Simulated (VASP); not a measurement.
# Ge (Cmcm) in VASP: a series of runs

The runs below take Ge through single point, with PBEsol.

Everything below comes from runs of VASP 6.6.1. Logs are shortened: lines on timing, memory, paths and dates and some standing lists are left out, and cuts for length are marked.

### Step 1. The cell of the first run

The structure is orthorhombic, space group Cmcm (No. 63). The conventional cell has a = 2.976 Å, b = 5.189 Å, c = 4.728 Å, α = 90.00°, β = 90.00°, γ = 90.00°. Ge (site symmetry m2m) has 12 Ge at 2.92 to 2.99 Å within 3.9 Å.

This isn't the form of Ge at room conditions, which is diamond.

### Step 2. Single point, PBEsol

Contents of INCAR:

```
PREC = Accurate ; ENCUT = 500
EDIFF = 1E-6 ; ISMEAR = -1
SIGMA = 0.02 ; LREAL = F
LASPH = T ; NELM = 120
ALGO = Normal ; ISIF = 2
LWAVE = F ; LCHARG = F
GGA = PS ; NBANDS = 21
GGA_COMPAT = F
```

Contents of KPOINTS:

```
Automatic mesh
0
Gamma
  11 11 6
```

Contents of POSCAR:

```
Ge
1.0
    1.4880550000     -2.5946900000      0.0000000000
    1.4880550000      2.5946900000      0.0000000000
    0.0000000000      0.0000000000      4.7276000000
Ge
2
Direct
    0.6665500000      0.3334500000      0.7500000000
    0.3334500000      0.6665500000      0.2500000000
```

Potentials or basis: VASP PAW PBE potentials, release 64 (Ge_d).

Started as:

```
> cat potpaw_PBE.64/Ge_d/POTCAR > POTCAR
> mpirun -np 1 vasp_std > vasp.out
```

OUTCAR:

```text
PREC = Accurate
   ENCUT = 500
   EDIFF = 1E-6
   ISMEAR = -1
   LREAL = F
   LASPH = T
   NELM = 120
   ISIF = 2
   GGA = PS

 ion  position               nearest neighbor table
   1  0.667  0.333  0.750-
   2  0.333  0.667  0.250-

  LATTYP: Found a base centered orthorhombic cell.
 ALAT       =     2.9761100000
 B/A-ratio  =     1.7436788291
 C/A-ratio  =     1.5885165535

  Lattice vectors:

 A1 = (   1.4880550000,  -2.5946900000,   0.0000000000)
 A2 = (   1.4880550000,   2.5946900000,   0.0000000000)
 A3 = (   0.0000000000,   0.0000000000,   4.7276000000)

Analysis of symmetry for initial positions (statically):
=====================================================================
 Subroutine PRICEL returns:
 Original cell was already a primitive cell.

 Routine SETGRP: Setting up the symmetry group for a
 base centered orthorhombic supercell.

 Subroutine GETGRP returns: Found  8 space group operations
 (whereof  4 operations were pure point group operations)
 out of a pool of  8 trial point group operations.

The static configuration has the point symmetry C_2h.
 The point group associated with its full space group is D_2h.

Analysis of symmetry for dynamics (positions and initial velocities):
=====================================================================
 Subroutine PRICEL returns:
 Original cell was already a primitive cell.

 Routine SETGRP: Setting up the symmetry group for a
 base centered orthorhombic supercell.

 Subroutine GETGRP returns: Found  8 space group operations
 (whereof  4 operations were pure point group operations)
 out of a pool of  8 trial point group operations.

The dynamic configuration has the point symmetry C_2h.
 The point group associated with its full space group is D_2h.

 Subroutine INISYM returns: Found  8 space group operations
 (whereof  4 operations are pure point group operations),
 and found     1 'primitive' translations

----------------------------------------------------------------------------------------

                                     Primitive cell

  volume of cell :      36.5069

  direct lattice vectors                    reciprocal lattice vectors
     1.488055000 -2.594690000  0.000000000     0.336009086 -0.192701248  0.000000000
     1.488055000  2.594690000  0.000000000     0.336009086  0.192701248  0.000000000
     0.000000000  0.000000000  4.727600000     0.000000000  0.000000000  0.211523818

  length of vectors
     2.991107467  2.991107467  4.727600000     0.387344648  0.387344648  0.211523818

  position of ions in fractional coordinates (direct lattice)
     0.666550000  0.333450000  0.750000000
     0.333450000  0.666550000  0.250000000

  ion indices of the primitive-cell ions
   primitive index   ion index
                 1           1
                 2           2

----------------------------------------------------------------------------------------

 KPOINTS: Automatic mesh

Automatic generation of k-mesh.
 Grid dimensions read from file:
 generate k-points for:   11   11    6

 Generating k-lattice:

  Cartesian coordinates                     Fractional coordinates (reciprocal lattice)
     0.030546281 -0.017518295  0.000000000     0.090909091 -0.000000000  0.000000000
     0.030546281  0.017518295  0.000000000    -0.000000000  0.090909091  0.000000000
     0.000000000  0.000000000  0.035253970     0.000000000  0.000000000  0.166666667

  Length of vectors
     0.035213150  0.035213150  0.035253970

  Shift w.r.t. Gamma in fractional coordinates (k-lattice)
     0.000000000  0.000000000  0.000000000

 Subroutine IBZKPT returns following result:
 ===========================================

 Found    144 irreducible k-points:

 Following reciprocal coordinates:
            Coordinates               Weight
  0.000000  0.000000  0.000000      1.000000
  0.090909  0.000000  0.000000      4.000000
  0.181818  0.000000  0.000000      4.000000
  0.272727  0.000000  0.000000      4.000000
  0.363636  0.000000  0.000000      4.000000
  0.454545  0.000000  0.000000      4.000000
[... 16 lines left out ...]
 -0.272727  0.181818  0.000000      4.000000
 -0.181818  0.181818  0.000000      2.000000
 [... further k-points ...]
   k-points           NKPTS =    144   k-points in BZ     NKDIM =    144   number of bands    NBANDS=     21
   number of dos      NEDOS =    301   number of ions     NIONS =      2
   total plane-waves  NPLWV =  20736
   dimension x,y,z NGX =    24 NGY =   24 NGZ =   36
   dimension x,y,z NGXF=    48 NGYF=   48 NGZF=   72
   ions per type =               2
   NGX,Y,Z   is equivalent  to a cutoff of  13.34, 13.34, 12.66 a.u.
   NGXF,Y,Z  is equivalent  to a cutoff of  26.68, 26.68, 25.32 a.u.
 SYSTEM =  unknown system
   PREC   = accura    normal or accurate (medium, high low for compatibility)
   ISTART =      0    job   : 0-new  1-cont  2-samecut
   ICHARG =      2    charge: 1-file 2-atom 10-const
   ISPIN  =      1    spin polarized calculation?
   LNONCOLLINEAR =      F non collinear calculations
   LSORBIT =      F    spin-orbit coupling
   LASPH  =      T    aspherical Exc in radial PAW
   ENCUT  =  500.0 eV  36.75 Ry    6.06 a.u.   5.45  5.45  8.62*2*pi/ulx,y,z
   NELM   =    120;   NELMIN=  2; NELMDL= -5     # of ELM steps
   EDIFF  = 0.1E-05   stopping-criterion for ELM
   LREAL  =      F    real-space projection
   EDIFFG = 0.1E-04   stopping-criterion for IOM
   NSW    =      0    number of steps for IOM
   IBRION =     -1    ionic relax: 0-MD 1-quasi-New 2-CG
   NFREE  =      0    steps in history (QN), initial steepest desc. (CG)
   ISIF   =      2    stress and relaxation
   ISYM   =      2    0-nonsym 1-usesym 2-fastsym
   POTIM  = 0.5000    time-step for ionic-motion
   TEBEG  =    0.0;   TEEND  =   0.0 temperature during run
   PSTRESS=    0.0 pullay stress
   NELECT =      28.0000    total number of electrons
   NUPDOWN=      -1.0000    fix difference up-down
   EMIN   =  10.00;   EMAX   =-10.00  energy-range for DOS
   EFERMI =   0.00;   METHOD = LEGACY
   ISMEAR =    -1;   SIGMA  =   0.02  broadening in eV -4-tet -1-fermi 0-gaus
   EFERMI_NEDOS =   21; number of points for ismear=-14 and -15
   IALGO  =     38    algorithm
   IMIX   =      4    mixing-type and parameters
     AMIX     =   0.40;   BMIX     =  1.00
     AMIX_MAG =   1.60;   BMIX_MAG =  1.00
  volume/ion in A,a.u.               =      18.25       123.18
  Fermi-wavevector in a.u.,A,eV,Ry     =   1.498543  2.831835 30.553653  2.245630
  Thomas-Fermi vector in A             =   2.610288
   LORBIT       =      0    0 simple, 1 ext, 2 COOP (PROOUT), +10 PAW based schemes
   GGA     = PS    functional components
   LHFCALC =     F    Hartree Fock is set to
   AEXX    =    0.0000 exact exchange contribution
   IVDW    =     0    specifies the selected vdW correction
   LEPSILON=     F    determine dielectric tensor
   LRPA    =     F    only Hartree local field effects (RPA)
 non-spin polarized calculation
  energy-cutoff  :      500.00
  volume of cell :       36.51
 maximum number of plane-waves:       957
 NGX is ok and might be reduce to    24
   NGX = 11   NGY = 11   NGZ = 17

 number of electron      28.0000012 magnetization

 Free energy of the ion-electron system (eV)
  ---------------------------------------------------
  ext. energy  EPLUGINS =         0.00000000
  ---------------------------------------------------
  free energy    TOTEN  =        -9.31849698 eV

  energy without entropy =       -9.31732703  energy(sigma->0) =       -9.31791201

 E-fermi :   7.0177     XC(G=0): -11.6053

 val. band max:        6.9689497121   @ k =   0.1818   0.1818   0.0000
 cond. band min:       7.0192546263   @ k =  -0.3636   0.2727   0.3333
 fundamental gap:      0.0503049141
 Fermi energy:         7.0177163613

 k-point     1 :       0.0000    0.0000    0.0000
  band No.  band energies     occupation
      1     -17.6504      2.00000
      2     -17.6477      2.00000
      3     -17.6442      2.00000
      4     -17.6389      2.00000
      5     -17.6369      2.00000
      6     -17.6353      2.00000
[... 13 lines left out ...]
     20      19.8241      0.00000
     21      21.0937      0.00000

 k-point     2 :       0.0909    0.0000    0.0000
  band No.  band energies     occupation
      1     -17.6551      2.00000
      2     -17.6476      2.00000
      3     -17.6396      2.00000
      4     -17.6324      2.00000
      5     -17.6306      2.00000
      6     -17.6275      2.00000
[... 13 lines left out ...]
     20      19.8259      0.00000
     21      21.1534      0.00000

 k-point     3 :       0.1818    0.0000    0.0000
  band No.  band energies     occupation
      1     -17.6699      2.00000
      2     -17.6444      2.00000
      3     -17.6309      2.00000
      4     -17.6293      2.00000
      5     -17.6239      2.00000
      6     -17.6205      2.00000
[... 13 lines left out ...]
     20      20.1017      0.00000
     21      21.1115      0.00000

 k-point     4 :       0.2727    0.0000    0.0000
  band No.  band energies     occupation
      1     -17.6860      2.00000
      2     -17.6448      2.00000
      3     -17.6446      2.00000
      4     -17.6384      2.00000
      5     -17.6113      2.00000
      6     -17.5955      2.00000
[... 13 lines left out ...]
     20      19.1068      0.00000
     21      20.5574      0.00000

 k-point     5 :       0.3636    0.0000    0.0000
  band No.  band energies     occupation
      1     -17.6995      2.00000
      2     -17.6585      2.00000
      3     -17.6477      2.00000
      4     -17.6462      2.00000
      5     -17.5983      2.00000
      6     -17.5859      2.00000
[... 13 lines left out ...]
     20      18.4987      0.00000
     21      20.0216      0.00000
[... 382 lines left out ...]
     20      18.5527      0.00000
     21      22.3054      0.00000

 k-point    22 :      -0.3636    0.1818    0.0000
  band No.  band energies     occupation
      1     -17.6626      2.00000
      2     -17.6595      2.00000
      3     -17.6560      2.00000
      4     -17.6358      2.00000
      5     -17.6108      2.00000
      6     -17.5969      2.00000
[... 13 lines left out ...]
     20      18.9061      0.00000
     21      19.8097      0.00000

 k-point    23 :      -0.2727    0.1818    0.0000
  band No.  band energies     occupation
      1     -17.6732      2.00000
      2     -17.6501      2.00000
      3     -17.6407      2.00000
      4     -17.6329      2.00000
      5     -17.6219      2.00000
      6     -17.6046      2.00000
[... 13 lines left out ...]
     20      18.3052      0.00000
     21      20.3294      0.00000

 k-point    24 :      -0.1818    0.1818    0.0000
  band No.  band energies     occupation
      1     -17.6724      2.00000
      2     -17.6453      2.00000
      3     -17.6310      2.00000
      4     -17.6285      2.00000
      5     -17.6255      2.00000
      6     -17.6187      2.00000
[... 13 lines left out ...]
     20      20.0892      0.00000
     21      21.2206      0.00000

 [... further k-points ...]

------------------------ aborting loop because EDIFF is reached ----------------------------------------

  FORCE on cell =-STRESS in cart. coord.  units (eV):
  Direction    XX          YY          ZZ          XY          YZ          ZX
  --------------------------------------------------------------------------------------
  -------------------------------------------------------------------------------------
  Total       -0.4469561     -0.4089579      1.0660537      0.0000000     -0.0000000      0.0000000
  in kB      -19.6155384    -17.9479143     46.7858434      0.0000000     -0.0000000      0.0000000
  external PRESSURE =       3.0741303 kB  Pullay stress =       0.0000000 kB

 VOLUME and BASIS-vectors are now :
 -----------------------------------------------------------------------------
  energy-cutoff  :      500.00
  volume of cell :       36.51
      direct lattice vectors                 reciprocal lattice vectors
     1.488055000 -2.594690000  0.000000000     0.336009086 -0.192701248  0.000000000
     1.488055000  2.594690000  0.000000000     0.336009086  0.192701248  0.000000000
     0.000000000  0.000000000  4.727600000     0.000000000  0.000000000  0.211523818

 POSITION                                       TOTAL-FORCE (eV/Angst)
 -----------------------------------------------------------------------------------
      1.48805     -0.86429      3.54570         0.000000      0.007045      0.000000
      1.48805      0.86429      1.18190         0.000000     -0.007045     -0.000000
 -----------------------------------------------------------------------------------
    total drift:                                0.000000      0.000000      0.000000

  FREE ENERGIE OF THE ION-ELECTRON SYSTEM (eV)
  ---------------------------------------------------
  free  energy   TOTEN  =        -9.3184969794 eV

  energy  without entropy=       -9.3173270317  energy(sigma->0) =       -9.31791201
```

Run time: 49 s. Hardware: 1 thread of Intel Xeon Platinum 8488C (Sapphire Rapids), shared host; peak memory 0.21 GiB.

What came out:

- Free energy: -9.3185 eV
- Pressure: 0.3 GPa
- Largest force: 0.007 eV/Å
- Band gap on the k mesh: zero (bands 14 and 15 overlap by 9.37 eV)

Forces on the atoms (eV/Å):
```
Ge   0.000  0.007  0.000
Ge   0.000 -0.007  0.000
```

Caveat: the PAW data sets were made with another functional, which shifts forces and pressure a little.

### Step 3. Single point, PBEsol

Contents of INCAR:

```
SYSTEM = Ge
PREC = Accurate ; ENCUT = 500
EDIFF = 1E-6 ; ISMEAR = -1
SIGMA = 0.02 ; LREAL = .False.
LASPH = .True. ; NELM = 120
ALGO = Normal ; ISIF = 2
LWAVE = .False. ; LCHARG = .False.
GGA = PS ; NBANDS = 21
GGA_COMPAT = .False.
```

Contents of KPOINTS:

```
regular mesh
0
Gamma
  11 11 6
  0 0 0
```

POSCAR is that of step 2.

Potentials or basis: VASP PAW PBE potentials, release 64 (Ge_d).

Started as:

```
> cat potpaw_PBE.64/Ge_d/POTCAR > POTCAR
> mpirun -np 1 vasp_std > vasp.out
```

Wall time 45 s (1 thread of Intel Xeon Platinum 8488C (Sapphire Rapids), shared host); peak memory 0.21 GiB.

Results (log left out):

* Free energy: -9.3185 eV
* Pressure: 0.3 GPa
* Largest force: 0.007 eV/Å
* Band gap on the k mesh: zero (bands 14 and 15 overlap by 9.37 eV)

Forces on the atoms (eV/Å):
```
Ge   0.000  0.007  0.000
Ge   0.000 -0.007  0.000
```

Stress tensor (GPa, compression positive):
```
-1.96  0.00  0.00
 0.00 -1.79  0.00
 0.00  0.00  4.68
```

Levels at points of the mesh, in eV from the Fermi level:
| k point | band 12 | band 13 | band 14 | band 15 | band 16 | band 17 |
| --- | --- | --- | --- | --- | --- | --- |
| (0.00, 0.00, 0.00) | -7.58 | -5.63 | 6.51 | 6.62 | 8.59 | 8.70 |
| (0.00, 0.00, 0.50) | -11.79 | 1.78 | 1.78 | 7.65 | 7.65 | 7.76 |

Caveat: the PAW data sets were made with another functional, which shifts forces and pressure a little.
